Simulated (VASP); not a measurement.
Wanted: the native input for a VASP 6.6.1 run.

| Property | Result |
| --- | --- |
| Task | single point |
| Functional | RPBE |
| Dispersion | D3(BJ) |
| Potentials or basis | VASP PAW PBE potentials, release 64 (C) |
| Cutoff | 520 eV |
| k mesh | 12 × 12 × 4 |
| Occupations | fermi-dirac, width 0.05 eV |
| Spin | no spin polarisation |
| Dipole correction | no |
| Further INCAR settings | ALGO = Normal; EDIFF = 1e-06; NBANDS = 26 |

The structure of C lies in POSCAR:

```
C
1.0
    2.4706141248      0.0000000000      0.0000000000
   -1.2353070624      2.1396145950      0.0000000000
    0.0000000000      0.0000000000      8.0689487361
C
8
Direct
    0.6666666667      0.3333333333      0.8437500000
    0.3333333333      0.6666666667      0.3437500000
    0.6666666667      0.3333333333      0.6562500000
    0.3333333333      0.6666666667      0.1562500000
    0.0000000000      0.0000000000      0.9062500000
    0.0000000000      0.0000000000      0.4062500000
    0.0000000000      0.0000000000      0.5937500000
    0.0000000000      0.0000000000      0.0937500000
```

The input as run:

INCAR

```
ALGO = Normal
EDIFF = 1E-6
ENCUT = 520
GGA = RP
ISIF = 2
ISMEAR = -1
IVDW = 12
LASPH = T
LCHARG = T
LELF = T
LREAL = F
LVHAR = T
LWAVE = F
NBANDS = 26
NELM = 80
PREC = Accurate
SIGMA = 0.05
```

KPOINTS

```
k-points
0
Gamma
  12 12 4
```

Potentials or basis: VASP PAW PBE potentials, release 64 (C).

Launch:

```console
$ cat potpaw_PBE.64/C/POTCAR > POTCAR
$ mpirun -np 1 vasp_std > vasp.out
```

It gave:

```yaml
Pressure: 19.5 GPa
Largest_force: 0.380 eV/Å
Band_gap_on_the_k_mesh: 4.55 eV (least direct gap 5.31 eV)
Dispersion_energy_per_atom: -0.625 eV
```

Caveat: the cell stands under pressure; the PAW data sets were made with another functional, which shifts forces and pressure a little.

It took 65 s on 1 thread of AMD EPYC 7R13 (shared host), peak memory 0.17 GiB.
